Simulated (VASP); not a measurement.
Write the native input for VASP 6.6.1 that does the following.

| Property | Result |
| --- | --- |
| Task | single point |
| Functional | PBE |
| Potentials or basis | VASP PAW PBE potentials, release 64 (Ag) |
| Cutoff | 520 eV |
| k mesh | 18 × 18 × 18 |
| Occupations | gaussian, width 0.1 eV |
| Spin | no spin polarisation |
| Dipole correction | no |
| Further INCAR settings | ALGO = Fast; EDIFF = 1e-06; NBANDS = 12 |

The structure of Ag lies in POSCAR:

```
Ag
1.0
    0.0000000000      2.0094161201      2.0094161201
    2.0094161201      0.0000000000      2.0094161201
    2.0094161201      2.0094161201      0.0000000000
Ag
1
Direct
    0.0000000000      0.0000000000      0.0000000000
```

This cell differs from its parent crystal: volume scaled by 0.91.

One way to write it, as run:

INCAR

```
PREC = Accurate
ENCUT = 520
EDIFF = 1E-6
ISMEAR = 0
SIGMA = 0.1
LREAL = F
LASPH = T
NELM = 60
ALGO = Fast
ISIF = 2
LWAVE = F
LCHARG = F
GGA = PE
NBANDS = 12
```

KPOINTS

```
regular mesh
0
Gamma
  18 18 18
```

Potentials or basis: VASP PAW PBE potentials, release 64 (Ag).

The run is started by

```console
$ cat potpaw_PBE.64/Ag/POTCAR > POTCAR
$ mpirun -np 1 vasp_std > vasp.out
```

It gave:

```yaml
Pressure: 11.2 GPa
```

It took 21 s on 1 thread of Intel Xeon 6975P-C (shared host), peak memory 0.17 GiB.
